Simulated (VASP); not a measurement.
# Sb in VASP: notebook, part 2 of 2

VASP 6.6.1. The steps go on from the part before.

### 3 Single point, HSE06

This run uses another cell than the first one, of 25.69 Å³/atom, 0.980 times its volume.

Input file POSCAR:

```
Sb
1.0
   -1.8587811731      1.8587811731      1.8587811731
    1.8587811731     -1.8587811731      1.8587811731
    1.8587811731      1.8587811731     -1.8587811731
Sb
1
Direct
    0.0000000000      0.0000000000      0.0000000000
```

Input file INCAR.step1:

```
  PREC = Accurate
  ENCUT = 400
  EDIFF = 1E-5
  ISMEAR = -1
  SIGMA = 0.05
  LREAL = F
  LASPH = T
  NELM = 120
  ALGO = Normal
  ISIF = 2
  LWAVE = T
  GGA = PE
  NBANDS = 14
  GGA_COMPAT = F
```

Input file INCAR.step2:

```
  PREC = Accurate
  ENCUT = 400
  EDIFF = 1E-6
  ISMEAR = -1
  SIGMA = 0.05
  LREAL = F
  LASPH = T
  NELM = 120
  ALGO = Normal
  ISIF = 2
  LWAVE = F
  LCHARG = T
  GGA = PE
  LHFCALC = T
  HFSCREEN = 0.2079
  PRECFOCK = Normal
  LELF = T
  LVHAR = T
  ISTART = 1
  NBANDS = 14
  GGA_COMPAT = F
```

Input file KPOINTS:

```
regular mesh
0
Gamma
  6 6 6
```

Potentials or basis: VASP PAW PBE potentials, release 64 (Sb_d_GW).

On the command line:

```bash
$ cat potpaw_PBE.64/Sb_d_GW/POTCAR > POTCAR
$ cp INCAR.step1 INCAR
$ mpirun -np 1 vasp_std > vasp.out
$ cp INCAR.step2 INCAR
$ mpirun -np 1 vasp_std > vasp.out
```

OUTCAR:

```text
PREC = Accurate
   ENCUT = 400
   EDIFF = 1E-6
   ISMEAR = -1
   LREAL = F
   LASPH = T
   NELM = 120
   ISIF = 2
   GGA = PE
   LHFCALC = T
   HFSCREEN = 0.2079
   PRECFOCK = Normal
   ISTART = 1

 ion  position               nearest neighbor table
   1  0.000  0.000  0.000-

  LATTYP: Found a body centered cubic cell.
 ALAT       =     3.7175623462

  Lattice vectors:

 A1 = (  -1.8587811731,   1.8587811731,   1.8587811731)
 A2 = (   1.8587811731,  -1.8587811731,   1.8587811731)
 A3 = (   1.8587811731,   1.8587811731,  -1.8587811731)

Analysis of symmetry for initial positions (statically):
=====================================================================
 Subroutine PRICEL returns:
 Original cell was already a primitive cell.

 Routine SETGRP: Setting up the symmetry group for a
 body centered cubic supercell.

 Subroutine GETGRP returns: Found 48 space group operations
 (whereof 48 operations were pure point group operations)
 out of a pool of 48 trial point group operations.

The static configuration has the point symmetry O_h .

Analysis of symmetry for dynamics (positions and initial velocities):
=====================================================================
 Subroutine PRICEL returns:
 Original cell was already a primitive cell.

 Routine SETGRP: Setting up the symmetry group for a
 body centered cubic supercell.

 Subroutine GETGRP returns: Found 48 space group operations
 (whereof 48 operations were pure point group operations)
 out of a pool of 48 trial point group operations.

The dynamic configuration has the point symmetry O_h .

 Subroutine INISYM returns: Found 48 space group operations
 (whereof 48 operations are pure point group operations),
 and found     1 'primitive' translations

----------------------------------------------------------------------------------------

                                     Primitive cell

  volume of cell :      25.6889

  direct lattice vectors                    reciprocal lattice vectors
    -1.858781173  1.858781173  1.858781173     0.000000000  0.268993471  0.268993471
     1.858781173 -1.858781173  1.858781173     0.268993471  0.000000000  0.268993471
     1.858781173  1.858781173 -1.858781173     0.268993471  0.268993471  0.000000000

  length of vectors
     3.219503432  3.219503432  3.219503432     0.380414215  0.380414215  0.380414215

  position of ions in fractional coordinates (direct lattice)
     0.000000000  0.000000000  0.000000000

  ion indices of the primitive-cell ions
   primitive index   ion index
                 1           1

----------------------------------------------------------------------------------------

 KPOINTS: regular mesh

Automatic generation of k-mesh.
 Grid dimensions read from file:
 generate k-points for:    6    6    6

 Generating k-lattice:
[... 34 lines left out ...]
  0.500000  0.500000  0.500000      1.000000
   k-points           NKPTS =     16   k-points in BZ     NKDIM =    216   number of bands    NBANDS=     14
   number of dos      NEDOS =    301   number of ions     NIONS =      1
   total plane-waves  NPLWV =  13824
   dimension x,y,z NGX =    24 NGY =   24 NGZ =   24
   dimension x,y,z NGXF=    48 NGYF=   48 NGZF=   48
   ions per type =               1
   NGX,Y,Z   is equivalent  to a cutoff of  12.39, 12.39, 12.39 a.u.
   NGXF,Y,Z  is equivalent  to a cutoff of  24.79, 24.79, 24.79 a.u.
 SYSTEM =  unknown system
   PREC   = accura    normal or accurate (medium, high low for compatibility)
   ISTART =      1    job   : 0-new  1-cont  2-samecut
   ICHARG =      0    charge: 1-file 2-atom 10-const
   ISPIN  =      1    spin polarized calculation?
   LNONCOLLINEAR =      F non collinear calculations
   LSORBIT =      F    spin-orbit coupling
   LASPH  =      T    aspherical Exc in radial PAW
   ENCUT  =  400.0 eV  29.40 Ry    5.42 a.u.   5.25  5.25  5.25*2*pi/ulx,y,z
   NELM   =    120;   NELMIN=  2; NELMDL=  0     # of ELM steps
   EDIFF  = 0.1E-05   stopping-criterion for ELM
   LREAL  =      F    real-space projection
   EDIFFG = 0.1E-04   stopping-criterion for IOM
   NSW    =      0    number of steps for IOM
   IBRION =     -1    ionic relax: 0-MD 1-quasi-New 2-CG
   NFREE  =      0    steps in history (QN), initial steepest desc. (CG)
   ISIF   =      2    stress and relaxation
   ISYM   =      3    0-nonsym 1-usesym 2-fastsym
   POTIM  = 0.5000    time-step for ionic-motion
   TEBEG  =    0.0;   TEEND  =   0.0 temperature during run
   PSTRESS=    0.0 pullay stress
   NELECT =      15.0000    total number of electrons
   NUPDOWN=      -1.0000    fix difference up-down
   EMIN   =  10.00;   EMAX   =-10.00  energy-range for DOS
   EFERMI =   0.00;   METHOD = LEGACY
   ISMEAR =    -1;   SIGMA  =   0.05  broadening in eV -4-tet -1-fermi 0-gaus
   EFERMI_NEDOS =   21; number of points for ismear=-14 and -15
   IALGO  =     38    algorithm
   IMIX   =      1    mixing-type and parameters
     AMIX     =   0.40;   BMIX     =  1.00
     AMIX_MAG =   1.60;   BMIX_MAG =  1.00
  volume/ion in A,a.u.               =      25.69       173.36
  Fermi-wavevector in a.u.,A,eV,Ry     =   1.368328  2.585766 25.474493  1.872322
  Thomas-Fermi vector in A             =   2.494302
   LORBIT       =      0    0 simple, 1 ext, 2 COOP (PROOUT), +10 PAW based schemes
   GGA     = PE    functional components
   LHFCALC =     T    Hartree Fock is set to
   PRECFOCK=normal    Normal, Fast or Accurate (Low or Medium for compatibility)
   ENCUT4O =  -1.0   cutoff for four orbital integrals eV
   NKREDX  =     1    reduce k-point grid by
   NKREDY  =     1    reduce k-point grid by
   NKREDZ  =     1    reduce k-point grid by
   AEXX    =    0.2500 exact exchange contribution
   HFSCREEN=    0.2079 screening length (either q_TF or 0.3 A-1)
   HFSCREENC=   0.2079 screening length for correlation (either q_TF or 0.3 A-1)
   ENCUTFOCK=  -1.0 apply spherical cutoff to Coloumb kernel
   IVDW    =     0    specifies the selected vdW correction
   LEPSILON=     F    determine dielectric tensor
   LRPA    =     F    only Hartree local field effects (RPA)
 non-spin polarized calculation
  energy-cutoff  :      400.00
  volume of cell :       25.69
 maximum number of plane-waves:       476
 NGX is ok and might be reduce to    24
  NGX = 16; NGY = 16; NGZ = 16

 number of electron      14.9999983 magnetization

 Free energy of the ion-electron system (eV)
  ---------------------------------------------------
  ext. energy  EPLUGINS =         0.00000000
  ---------------------------------------------------
  free energy    TOTEN  =        -4.54165097 eV

  energy without entropy =       -4.53185962  energy(sigma->0) =       -4.53675530

 E-fermi :   6.2518     XC(G=0):  -8.9744

 val. band max:        6.1378635986   @ k =   0.3333   0.1667   0.0000
 cond. band min:       6.3450290983   @ k =   0.5000   0.5000   0.3333
 fundamental gap:      0.2071654996
 Fermi energy:         6.2518089628

 k-point     1 :       0.0000    0.0000    0.0000
  band No.  band energies     occupation
      1     -25.1006      2.00000
      2     -25.1006      2.00000
      3     -25.1006      2.00000
      4     -25.0078      2.00000
      5     -25.0078      2.00000
      6      -8.0427      2.00000
      7      13.3257      0.00000
      8      13.3257      0.00000
      9      13.3257      0.00000
     10      19.0551      0.00000
     11      19.0551      0.00000
     12      19.0552      0.00000
     13      19.3085      0.00000
     14      19.3085      0.00000
[... 241 lines left out ...]
      1     -25.1029      2.00000
      2     -25.1029      2.00000
      3     -24.9695      2.00000
      4     -24.9695      2.00000
      5     -24.9695      2.00000
      6       0.9894      2.00000
      7       4.3183      2.00000
      8       4.3183      2.00000
      9       4.3183      2.00000
     10       9.9145      0.00000
     11       9.9145      0.00000
     12      25.2469      0.00000
     13      27.7394      0.00000
     14      27.7394      0.00000

------------------------ aborting loop because EDIFF is reached ----------------------------------------

  FORCE on cell =-STRESS in cart. coord.  units (eV):
  Direction    XX          YY          ZZ          XY          YZ          ZX
  --------------------------------------------------------------------------------------
  -------------------------------------------------------------------------------------
  Total        0.3887715      0.3887715      0.3887715      0.0000000      0.0000000     -0.0000000
  in kB       24.2471229     24.2471229     24.2471229      0.0000000      0.0000000     -0.0000000
  external PRESSURE =      24.2471229 kB  Pullay stress =       0.0000000 kB

 VOLUME and BASIS-vectors are now :
 -----------------------------------------------------------------------------
  energy-cutoff  :      400.00
  volume of cell :       25.69
      direct lattice vectors                 reciprocal lattice vectors
    -1.858781173  1.858781173  1.858781173     0.000000000  0.268993471  0.268993471
     1.858781173 -1.858781173  1.858781173     0.268993471  0.000000000  0.268993471
     1.858781173  1.858781173 -1.858781173     0.268993471  0.268993471  0.000000000

 POSITION                                       TOTAL-FORCE (eV/Angst)
 -----------------------------------------------------------------------------------
      0.00000      0.00000      0.00000         0.000000      0.000000      0.000000
 -----------------------------------------------------------------------------------
    total drift:                                0.000000     -0.000001      0.000000

  FREE ENERGIE OF THE ION-ELECTRON SYSTEM (eV)
  ---------------------------------------------------
  free  energy   TOTEN  =        -4.5416509705 eV

  energy  without entropy=       -4.5318596202  energy(sigma->0) =       -4.53675530
```

It took 8.7 min on 1 thread of AMD EPYC 7R13 (Zen 3), shared host; peak memory 0.22 GiB.

What came out:

| Quantity | Value |
| --- | --- |
| Free energy | -4.5417 eV |
| Pressure | 2.4 GPa |

Caveat: the k points lie up to 0.40 Å⁻¹ apart; the PAW data sets were made with another functional, which shifts forces and pressure a little; spin-orbit coupling is left out, which moves the levels of the heavy elements.

### 4 Single point, PBE (the cell strained at random)

Input file INCAR:

```
SYSTEM = Sb
PREC = Accurate
ENCUT = 520
EDIFF = 1E-7
ISMEAR = -1
SIGMA = 0.05
LREAL = .FALSE.
LASPH = .TRUE.
NELM = 100
ALGO = Normal
ISIF = 2
LWAVE = .FALSE.
LCHARG = .TRUE.
GGA = PE
LELF = .TRUE.
LVHAR = .TRUE.
NBANDS = 8
```

Input file KPOINTS:

```
regular mesh
0
G
  10 10 10
  0 0 0
```

Input file POSCAR:

```
Sb
1.0
   -1.9116750000      1.8985960000      1.9109740000
    1.8664480000     -1.9242180000      1.8913690000
    1.8258330000      1.8383760000     -1.9365960000
Sb
1
Direct
    0.0066800000      0.0021220000      0.0177370000
```

Potentials or basis: VASP PAW PBE potentials, release 64 (Sb).

On the command line:

```bash
$ cat potpaw_PBE.64/Sb/POTCAR > POTCAR
$ mpirun -np 1 vasp_std > vasp.out
```

It took 60 s on 1 thread of Intel Xeon Platinum 8488C (Sapphire Rapids), shared host; peak memory 0.22 GiB.

It converged, with:

| Quantity | Value |
| --- | --- |
| Free energy | -3.8867 eV |
| Pressure | 2.9 GPa |

Stress tensor (GPa, compression positive):
```
2.62 1.06 0.70
1.06 2.90 0.89
0.70 0.89 3.11
```

Levels at points of the mesh, in eV from the Fermi level:
| k point | band 1 | band 2 | band 3 | band 4 | band 5 | band 6 | band 7 |
| --- | --- | --- | --- | --- | --- | --- | --- |
| (0.00, 0.00, 0.00) | -13.06 | 5.32 | 5.50 | 6.20 | 10.25 | 10.66 | 10.68 |
| (0.50, 0.00, 0.00) | -8.81 | -5.78 | 1.81 | 4.05 | 6.55 | 7.23 | 13.36 |
| (0.00, 0.50, 0.00) | -8.67 | -5.73 | 1.57 | 3.83 | 6.25 | 7.08 | 13.45 |
| (0.50, 0.50, 0.00) | -9.11 | -5.79 | 1.87 | 3.82 | 6.38 | 7.13 | 14.92 |
| (0.00, 0.00, 0.50) | -8.40 | -5.63 | 1.23 | 3.43 | 5.97 | 6.63 | 13.78 |
| (0.50, 0.00, 0.50) | -9.05 | -5.80 | 1.81 | 4.12 | 6.31 | 7.49 | 14.04 |
| (0.00, 0.50, 0.50) | -9.05 | -5.81 | 1.83 | 4.33 | 6.33 | 7.72 | 13.70 |
| (0.50, 0.50, 0.50) | -5.46 | -2.42 | -2.09 | -1.62 | 2.83 | 3.05 | 17.21 |

Caveat: the cell differs from its parent crystal (the cell strained at random); spin-orbit coupling is left out, which moves the levels of the heavy elements.

### 5 The runs side by side

| level | potentials or basis | spin | cell | k mesh | cutoff (eV) | smearing | grid for exact exchange (PRECFOCK) | second run | screening parameter | gap on the mesh (eV) | pressure (GPa) |
| --- | --- | --- | --- | --- | --- | --- | --- | --- | --- | --- | --- |
| BLYP+D4 | VASP PAW PBE potentials, release 64 (Sb) | non-collinear, zero start, SOC | a = 3.241 Å, angles 109.5°, 1 atom | 7 × 7 × 7 | 520 | fermi-dirac 0.1 eV | - | - | - | - | 3.4 |
| HSE06 | VASP PAW PBE potentials, release 64 (Sb_d_GW) | off | a = 3.220 Å, angles 109.5°, 1 atom | 6 × 6 × 6 | 400 | fermi-dirac 0.05 eV | Normal | valence_matched | 0.2079 1/Å | none | 2.4 |
| PBE | VASP PAW PBE potentials, release 64 (Sb) | off | a = 3.303, b = 3.281, c = 3.235 Å, angles 110.9, 110.3, 109.4°, 1 atom | 10 × 10 × 10 | 520 | fermi-dirac 0.05 eV | - | - | - | none | 2.9 |

Alike in all rows: task single point.

Caveats: some runs use coarse meshes; the PAW data sets were made with another functional, which shifts forces and pressure a little (some runs); spin-orbit coupling is left out, which moves the levels of the heavy elements (some runs).

Absolute energies hang on the potentials; compare differences alone.
